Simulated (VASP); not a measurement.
Wanted: the native input for a VASP 6.6.1 run.

```yaml
Task: relaxation of cell and atoms
Functional: LDA
Potentials_or_basis: VASP PAW LDA potentials, release 64 (Al, N)
Cutoff: 600 eV
k_mesh: 10 × 10 × 10
Occupations: gaussian, width 0.02 eV
Spin: no spin polarisation
Dipole_correction: no
Further_INCAR_settings: ALGO = Normal; EDIFF = 1e-07; IBRION = 2; EDIFFG = -0.002; NSW = 100; ISIF = 3
```

The structure of AlN lies in POSCAR:

```
AlN
1.0
    0.0000000000      2.1900000000      2.1900000000
    2.1900000000      0.0000000000      2.1900000000
    2.1900000000      2.1900000000      0.0000000000
Al N
1 1
Direct
    0.0000000000      0.0000000000      0.0000000000
    0.2500000000      0.2500000000      0.2500000000
```

One way to write it, as run:

INCAR

```
SYSTEM = AlN
ALGO = Normal
EDIFF = 1E-7
EDIFFG = -0.002
ENCUT = 600
GGA = CA
GGA_COMPAT = .False.
IBRION = 2
ISIF = 3
ISMEAR = 0
LASPH = .True.
LCHARG = .False.
LREAL = .False.
LWAVE = .False.
NELM = 120
NELMIN = 4
NSW = 100
PREC = Accurate
SIGMA = 0.02
```

KPOINTS

```
k-points
0
Gamma
  10 10 10
  0 0 0
```

Potentials or basis: VASP PAW LDA potentials, release 64 (Al, N).

The run is started by

```bash
$ cat potpaw_LDA.64/Al/POTCAR potpaw_LDA.64/N/POTCAR > POTCAR
$ mpirun -np 1 vasp_std > vasp.out
```

It gave:

The relaxed volume is 10.26 Å³/atom and the relaxed cell is a = 3.073 Å, b = 3.073 Å, c = 3.073 Å, α = 60.00°, β = 60.00°, γ = 60.00°. The space group after relaxing (to 0.1 Å) is F-43m (No. 216). The energy gained by relaxing is 3.7 meV/atom and the ionic steps are 3. The pressure after relaxing is 0.0 GPa and the band gap on the k mesh is 3.23 eV (least direct gap 4.37 eV).

Run time: 17 s on 1 thread of AMD EPYC 7R13 Processor (Zen 3), on a shared host, peak memory 0.11 GiB.
